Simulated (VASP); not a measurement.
# Zn (Fm-3m) in VASP: notebook

The runs below take Zn through single point, with LDA, RPBE, r2SCAN, PBE, PBE0.

Everything below comes from runs of VASP 6.6.1. Logs are shortened: lines on timing, memory, paths and dates and some standing lists are left out, and cuts for length are marked.

### Step 1. The cell of the first run

It takes space group Fm-3m (No. 225, cubic). The conventional cell has a = 3.930 Å, b = 3.930 Å, c = 3.930 Å, α = 90.00°, β = 90.00°, γ = 90.00°. Zn (site symmetry m-3m) has 12 Zn at 2.78 Å within 3.7 Å.

### Step 2. Single point, LDA

INCAR reads:

```
SYSTEM = Zn
PREC = Accurate ; ENCUT = 520
EDIFF = 1E-6 ; ISMEAR = 1
SIGMA = 0.1 ; LREAL = .FALSE.
LASPH = .TRUE. ; NELM = 80
ALGO = Normal ; ISIF = 2
LWAVE = .FALSE. ; LCHARG = .TRUE.
GGA = CA ; LELF = .TRUE.
LVHAR = .TRUE. ; NBANDS = 12
```

KPOINTS reads:

```
Automatic mesh
0
G
  12 12 12
  0 0 0
```

POSCAR reads:

```
Zn
1.0
    0.0000000000      1.9647760000      1.9647760000
    1.9647760000      0.0000000000      1.9647760000
    1.9647760000      1.9647760000      0.0000000000
Zn
1
Direct
    0.0000000000      0.0000000000      0.0000000000
```

Potentials or basis: VASP PAW LDA potentials, release 64 (Zn).

Run with:

```
cat potpaw_LDA.64/Zn/POTCAR > POTCAR
mpirun -np 1 vasp_std > vasp.out
```

OUTCAR:

```text
SYSTEM = Zn
   PREC = Accurate
   ENCUT = 520
   EDIFF = 1E-6
   ISMEAR = 1
   LREAL = .FALSE.
   LASPH = .TRUE.
   NELM = 80
   ISIF = 2
   GGA = CA

 ion  position               nearest neighbor table
   1  0.000  0.000  0.000-

  LATTYP: Found a face centered cubic cell.
 ALAT       =     3.9295520000

  Lattice vectors:

 A1 = (   0.0000000000,   1.9647760000,   1.9647760000)
 A2 = (   1.9647760000,   0.0000000000,   1.9647760000)
 A3 = (   1.9647760000,   1.9647760000,   0.0000000000)

Analysis of symmetry for initial positions (statically):
=====================================================================
 Subroutine PRICEL returns:
 Original cell was already a primitive cell.

 Routine SETGRP: Setting up the symmetry group for a
 face centered cubic supercell.

 Subroutine GETGRP returns: Found 48 space group operations
 (whereof 48 operations were pure point group operations)
 out of a pool of 48 trial point group operations.

The static configuration has the point symmetry O_h .

Analysis of symmetry for dynamics (positions and initial velocities):
=====================================================================
 Subroutine PRICEL returns:
 Original cell was already a primitive cell.

 Routine SETGRP: Setting up the symmetry group for a
 face centered cubic supercell.

 Subroutine GETGRP returns: Found 48 space group operations
 (whereof 48 operations were pure point group operations)
 out of a pool of 48 trial point group operations.

The dynamic configuration has the point symmetry O_h .

 Subroutine INISYM returns: Found 48 space group operations
 (whereof 48 operations are pure point group operations),
 and found     1 'primitive' translations

----------------------------------------------------------------------------------------

                                     Primitive cell

  volume of cell :      15.1694

  direct lattice vectors                    reciprocal lattice vectors
     0.000000000  1.964776000  1.964776000    -0.254481936  0.254481936  0.254481936
     1.964776000  0.000000000  1.964776000     0.254481936 -0.254481936  0.254481936
     1.964776000  1.964776000  0.000000000     0.254481936  0.254481936 -0.254481936

  length of vectors
     2.778612866  2.778612866  2.778612866     0.440775643  0.440775643  0.440775643

  position of ions in fractional coordinates (direct lattice)
     0.000000000  0.000000000  0.000000000

  ion indices of the primitive-cell ions
   primitive index   ion index
                 1           1

----------------------------------------------------------------------------------------

 KPOINTS: Automatic mesh

Automatic generation of k-mesh.
 Grid dimensions read from file:
 generate k-points for:   12   12   12

 Generating k-lattice:

  Cartesian coordinates                     Fractional coordinates (reciprocal lattice)
    -0.021206828  0.021206828  0.021206828     0.083333333  0.000000000  0.000000000
     0.021206828 -0.021206828  0.021206828     0.000000000  0.083333333  0.000000000
     0.021206828  0.021206828 -0.021206828     0.000000000  0.000000000  0.083333333

  Length of vectors
     0.036731304  0.036731304  0.036731304

  Shift w.r.t. Gamma in fractional coordinates (k-lattice)
     0.000000000  0.000000000  0.000000000

 Subroutine IBZKPT returns following result:
 ===========================================

 Found     72 irreducible k-points:

 Following reciprocal coordinates:
            Coordinates               Weight
  0.000000  0.000000  0.000000      1.000000
  0.083333  0.000000  0.000000      8.000000
  0.166667  0.000000  0.000000      8.000000
  0.250000  0.000000  0.000000      8.000000
  0.333333  0.000000  0.000000      8.000000
  0.416667  0.000000  0.000000      8.000000
[... 16 lines left out ...]
  0.500000  0.166667  0.000000     24.000000
 -0.416667  0.166667  0.000000     24.000000
 [... further k-points ...]
   k-points           NKPTS =     72   k-points in BZ     NKDIM =     72   number of bands    NBANDS=     12
   number of dos      NEDOS =    301   number of ions     NIONS =      1
   total plane-waves  NPLWV =  13824
   dimension x,y,z NGX =    24 NGY =   24 NGZ =   24
   dimension x,y,z NGXF=    48 NGYF=   48 NGZF=   48
   ions per type =               1
   NGX,Y,Z   is equivalent  to a cutoff of  14.36, 14.36, 14.36 a.u.
   NGXF,Y,Z  is equivalent  to a cutoff of  28.72, 28.72, 28.72 a.u.
 SYSTEM =  Zn
   PREC   = accura    normal or accurate (medium, high low for compatibility)
   ISTART =      0    job   : 0-new  1-cont  2-samecut
   ICHARG =      2    charge: 1-file 2-atom 10-const
   ISPIN  =      1    spin polarized calculation?
   LNONCOLLINEAR =      F non collinear calculations
   LSORBIT =      F    spin-orbit coupling
   LASPH  =      T    aspherical Exc in radial PAW
   ENCUT  =  520.0 eV  38.22 Ry    6.18 a.u.   5.17  5.17  5.17*2*pi/ulx,y,z
   NELM   =     80;   NELMIN=  2; NELMDL= -5     # of ELM steps
   EDIFF  = 0.1E-05   stopping-criterion for ELM
   LREAL  =      F    real-space projection
   EDIFFG = 0.1E-04   stopping-criterion for IOM
   NSW    =      0    number of steps for IOM
   IBRION =     -1    ionic relax: 0-MD 1-quasi-New 2-CG
   NFREE  =      0    steps in history (QN), initial steepest desc. (CG)
   ISIF   =      2    stress and relaxation
   ISYM   =      2    0-nonsym 1-usesym 2-fastsym
   POTIM  = 0.5000    time-step for ionic-motion
   TEBEG  =    0.0;   TEEND  =   0.0 temperature during run
   PSTRESS=    0.0 pullay stress
   NELECT =      12.0000    total number of electrons
   NUPDOWN=      -1.0000    fix difference up-down
   EMIN   =  10.00;   EMAX   =-10.00  energy-range for DOS
   EFERMI =   0.00;   METHOD = LEGACY
   ISMEAR =     1;   SIGMA  =   0.10  broadening in eV -4-tet -1-fermi 0-gaus
   EFERMI_NEDOS =   21; number of points for ismear=-14 and -15
   IALGO  =     38    algorithm
   IMIX   =      4    mixing-type and parameters
     AMIX     =   0.40;   BMIX     =  1.00
     AMIX_MAG =   1.60;   BMIX_MAG =  1.00
  volume/ion in A,a.u.               =      15.17       102.37
  Fermi-wavevector in a.u.,A,eV,Ry     =   1.514069  2.861175 31.190044  2.292404
  Thomas-Fermi vector in A             =   2.623775
   LORBIT       =      0    0 simple, 1 ext, 2 COOP (PROOUT), +10 PAW based schemes
   GGA     = CA    functional components
   LHFCALC =     F    Hartree Fock is set to
   AEXX    =    0.0000 exact exchange contribution
   IVDW    =     0    specifies the selected vdW correction
   LEPSILON=     F    determine dielectric tensor
   LRPA    =     F    only Hartree local field effects (RPA)
 non-spin polarized calculation
 Methfessel and Paxton  Order N= 1 SIGMA  =   0.10
  energy-cutoff  :      520.00
  volume of cell :       15.17
 maximum number of plane-waves:       424
 NGX is ok and might be reduce to    24
   NGX = 11   NGY = 11   NGZ = 11

 number of electron      12.0000008 magnetization

 Free energy of the ion-electron system (eV)
  ---------------------------------------------------
  ext. energy  EPLUGINS =         0.00000000
  ---------------------------------------------------
  free energy    TOTEN  =        -1.79477030 eV

  energy without entropy =       -1.79510870  energy(sigma->0) =       -1.79488310

 E-fermi :   2.8020     XC(G=0): -11.9113

 val. band max:        2.7985827645   @ k =  -0.4167   0.0833   0.0000
 cond. band min:       2.8640971216   @ k =  -0.3333   0.3333   0.1667
 fundamental gap:      0.0655143571
 Fermi energy:         2.8020039947

 k-point     1 :       0.0000    0.0000    0.0000
  band No.  band energies     occupation
      1      -7.5070      2.00000
      2      -4.8506      2.00000
      3      -4.8506      2.00000
      4      -4.8506      2.00000
      5      -4.4684      2.00000
      6      -4.4684      2.00000
      7      20.9596      0.00000
      8      20.9596      0.00000
      9      20.9596      0.00000
     10      21.8891      0.00000
     11      23.9136      0.00000
     12      23.9136      0.00000

 k-point     2 :       0.0833    0.0000    0.0000
  band No.  band energies     occupation
      1      -7.2982      2.00000
      2      -4.8665      2.00000
      3      -4.8273      2.00000
      4      -4.8273      2.00000
      5      -4.4746      2.00000
      6      -4.4746      2.00000
      7      17.9856      0.00000
      8      20.3796      0.00000
      9      20.3796      0.00000
     10      21.5790      0.00000
     11      24.8414      0.00000
     12      24.8414      0.00000

 k-point     3 :       0.1667    0.0000    0.0000
  band No.  band energies     occupation
      1      -6.6998      2.00000
      2      -4.8794      2.00000
      3      -4.7809      2.00000
      4      -4.7809      2.00000
      5      -4.4730      2.00000
      6      -4.4730      2.00000
      7      13.9474      0.00000
      8      19.4714      0.00000
      9      19.4714      0.00000
     10      21.3822      0.00000
     11      26.4591      0.00000
     12      26.4593      0.00000
[... 286 lines left out ...]
 k-point    23 :       0.5000    0.1667    0.0000
  band No.  band energies     occupation
      1      -5.3642      2.00000
      2      -4.9323      2.00000
      3      -4.6937      2.00000
      4      -4.5524      2.00000
      5      -4.1739      2.00000
      6      -0.1806      2.00000
      7       3.2915     -0.00000
      8      13.0797      0.00000
      9      15.0330      0.00000
     10      17.7654      0.00000
     11      26.0799      0.00000
     12      26.9496      0.00000

 k-point    24 :      -0.4167    0.1667    0.0000
  band No.  band energies     occupation
      1      -5.3487      2.00000
      2      -4.9356      2.00000
      3      -4.7102      2.00000
      4      -4.4953      2.00000
      5      -4.2276      2.00000
      6       0.5576      2.00000
      7       2.4315      2.00000
      8      12.1908      0.00000
      9      15.8313      0.00000
     10      18.3188      0.00000
     11      25.2526      0.00000
     12      26.4015      0.00000

 [... further k-points ...]
[... 5 lines left out ...]
  --------------------------------------------------------------------------------------
  -------------------------------------------------------------------------------------
  Total       -0.7645913     -0.7645913     -0.7645913     -0.0000000      0.0000000      0.0000000
  in kB      -80.7552579    -80.7552579    -80.7552579     -0.0000000      0.0000000      0.0000000
  external PRESSURE =     -80.7552579 kB  Pullay stress =       0.0000000 kB

 VOLUME and BASIS-vectors are now :
 -----------------------------------------------------------------------------
  energy-cutoff  :      520.00
  volume of cell :       15.17
      direct lattice vectors                 reciprocal lattice vectors
     0.000000000  1.964776000  1.964776000    -0.254481936  0.254481936  0.254481936
     1.964776000  0.000000000  1.964776000     0.254481936 -0.254481936  0.254481936
     1.964776000  1.964776000  0.000000000     0.254481936  0.254481936 -0.254481936

 POSITION                                       TOTAL-FORCE (eV/Angst)
 -----------------------------------------------------------------------------------
      0.00000      0.00000      0.00000         0.000000      0.000000      0.000000
 -----------------------------------------------------------------------------------
    total drift:                               -0.000000      0.000000      0.000000

  FREE ENERGIE OF THE ION-ELECTRON SYSTEM (eV)
  ---------------------------------------------------
  free  energy   TOTEN  =        -1.7947702996 eV

  energy  without entropy=       -1.7951087011  energy(sigma->0) =       -1.79488310
```

Wall time 14 s (1 thread of Intel Xeon 8259CL, shared host); peak memory 0.13 GiB.

Results:

```
Free energy            : -1.7948 eV
Pressure               : -8.1 GPa
Band gap on the k mesh : zero (band 6 reaches 5.09 eV, above the bottom of band 7 at 1.41 eV)
```

Levels at points of the mesh, in eV from the Fermi level:
```csv
k point,band 3,band 4,band 5,band 6,band 7,band 8,band 9,band 10
"(0.00, 0.00, 0.00)",-7.65,-7.65,-7.27,-7.27,18.16,18.16,18.16,19.09
"(0.50, 0.00, 0.00)",-7.66,-6.99,-6.99,-2.82,-1.39,15.13,15.13,17.63
"(0.50, 0.50, 0.00)",-7.00,-6.91,-6.91,-0.94,1.72,8.40,8.40,12.23
```

### Step 3. Single point, RPBE

INCAR reads:

```
PREC = Accurate
ENCUT = 520
EDIFF = 1E-6
ISMEAR = 0
SIGMA = 0.05
LREAL = F
LASPH = T
NELM = 80
ALGO = Normal
ISIF = 2
LWAVE = F
LCHARG = F
GGA = RP
NBANDS = 12
```

KPOINTS reads:

```
regular mesh
0
Gamma
  12 12 12
```

POSCAR is that of step 2.

Potentials or basis: VASP PAW PBE potentials, release 64 (Zn).

Run with:

```
cat potpaw_PBE.64/Zn/POTCAR > POTCAR
mpirun -np 1 vasp_std > vasp.out
```

OUTCAR:

```text
PREC = Accurate
   ENCUT = 520
   EDIFF = 1E-6
   ISMEAR = 0
   LREAL = F
   LASPH = T
   NELM = 80
   ISIF = 2
   GGA = RP

 ion  position               nearest neighbor table
   1  0.000  0.000  0.000-

  LATTYP: Found a face centered cubic cell.
 ALAT       =     3.9295520000

  Lattice vectors:

 A1 = (   0.0000000000,   1.9647760000,   1.9647760000)
 A2 = (   1.9647760000,   0.0000000000,   1.9647760000)
 A3 = (   1.9647760000,   1.9647760000,   0.0000000000)

Analysis of symmetry for initial positions (statically):
[... 529 lines left out ...]
      4      -4.0425      2.00000
      5      -3.7696      2.00000
      6       0.9373      2.00000
      7       2.8696      2.00000
      8      12.6409      0.00000
      9      16.3580      0.00000
     10      18.6128      0.00000
     11      25.6548      0.00000
     12      26.7213      0.00000

 [... further k-points ...]
[... 5 lines left out ...]
  --------------------------------------------------------------------------------------
  -------------------------------------------------------------------------------------
  Total        0.2994618      0.2994618      0.2994618      0.0000000     -0.0000000     -0.0000000
  in kB       31.6288105     31.6288105     31.6288105      0.0000000     -0.0000000     -0.0000000
  external PRESSURE =      31.6288105 kB  Pullay stress =       0.0000000 kB

 VOLUME and BASIS-vectors are now :
 -----------------------------------------------------------------------------
  energy-cutoff  :      520.00
  volume of cell :       15.17
      direct lattice vectors                 reciprocal lattice vectors
     0.000000000  1.964776000  1.964776000    -0.254481936  0.254481936  0.254481936
     1.964776000  0.000000000  1.964776000     0.254481936 -0.254481936  0.254481936
     1.964776000  1.964776000  0.000000000     0.254481936  0.254481936 -0.254481936

 POSITION                                       TOTAL-FORCE (eV/Angst)
 -----------------------------------------------------------------------------------
      0.00000      0.00000      0.00000        -0.000000     -0.000000      0.000000
 -----------------------------------------------------------------------------------
    total drift:                               -0.000000      0.000000      0.000000

  FREE ENERGIE OF THE ION-ELECTRON SYSTEM (eV)
  ---------------------------------------------------
  free  energy   TOTEN  =        -0.7065682719 eV

  energy  without entropy=       -0.7059043419  energy(sigma->0) =       -0.70623631
```

stdout:

```text
POSCAR found type information on POSCAR Zn
 POSCAR found :  1 types and       1 ions
 scaLAPACK will be used
 -----------------------------------------------------------------------------
|                                                                             |
|                                                                             |
|     You enforced a specific xc type in the INCAR file but a different       |
|     I HOPE YOU KNOW WHAT YOU ARE DOING!                                     |
|                                                                             |
 -----------------------------------------------------------------------------

 LDA part: xc-table for (Slater+PW92), standard interpolation
 POSCAR, INCAR and KPOINTS ok, starting setup
 FFT: planning ... GRIDC
 FFT: planning ... GRID_SOFT
 FFT: planning ... GRID
 WAVECAR not read
 entering main loop
```

It took 14 s on 1 thread of Intel Xeon 8259CL, shared host; peak memory 0.14 GiB.

What came out:

```
Free energy            : -0.7066 eV
Pressure               : 3.2 GPa
Band gap on the k mesh : zero (band 6 reaches 5.48 eV, above the bottom of band 7 at 1.88 eV)
```

Levels at points of the mesh, in eV from the Fermi level:
```csv
k point,band 4,band 5,band 6,band 7,band 8,band 9
"(0.00, 0.00, 0.00)",-7.59,-7.21,-7.21,18.37,18.37,18.37
"(0.50, 0.00, 0.00)",-6.93,-6.93,-2.89,-1.32,15.35,15.35
"(0.50, 0.50, 0.00)",-6.86,-6.86,-0.97,1.79,8.49,8.49
```

Caveat: the PAW data sets were made with another functional, which shifts forces and pressure a little.

(Part 1 of 2 ends here.)
